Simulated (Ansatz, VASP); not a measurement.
**C in VASP and in Ansatz**

```
C
1.0
     0.00000    1.71206    1.92607
     1.71206    0.00000    1.92607
     1.71206    1.71206    0.00000
C
2
Direct
  0.50000 0.50000 0.50000
  0.75000 0.75000 0.75000
```

Change from the starting cell: strain -0.040 along x and y, +0.080 along z, atoms carried along.

Alike in both runs: task single point; functional PBEsol; k mesh 12 × 12 × 12; occupations gaussian, width 0.05 eV; no spin polarisation.

|  | VASP | Ansatz |
| --- | --- | --- |
| version | VASP 6.6.1 | Ansatz 0.2.0 |
| potentials or method | VASP PAW PBE potentials, release 64 (C), cutoff 520 eV | scalar-relativistic, plane waves, PAW |
| valence electrons in the cell | 8 | 8 |

Ansatz gave:

- gap on the k mesh at the Fermi level (eV): 2.58
- least direct gap on the mesh (eV): 4.53
- pressure (GPa): -2.4
- traceless stress, the component that is largest in VASP (GPa): -81.02

Which values does VASP return?

gap on the k mesh at the Fermi level (eV): 2.57; least direct gap on the mesh (eV): 4.53; pressure (GPa): -1.3; traceless stress, the component that is largest in VASP (GPa): -80.99.

VASP's potentials were made for PBE, not for PBEsol. With one functional, cell and mesh, what is left measures potentials, basis and numerics.
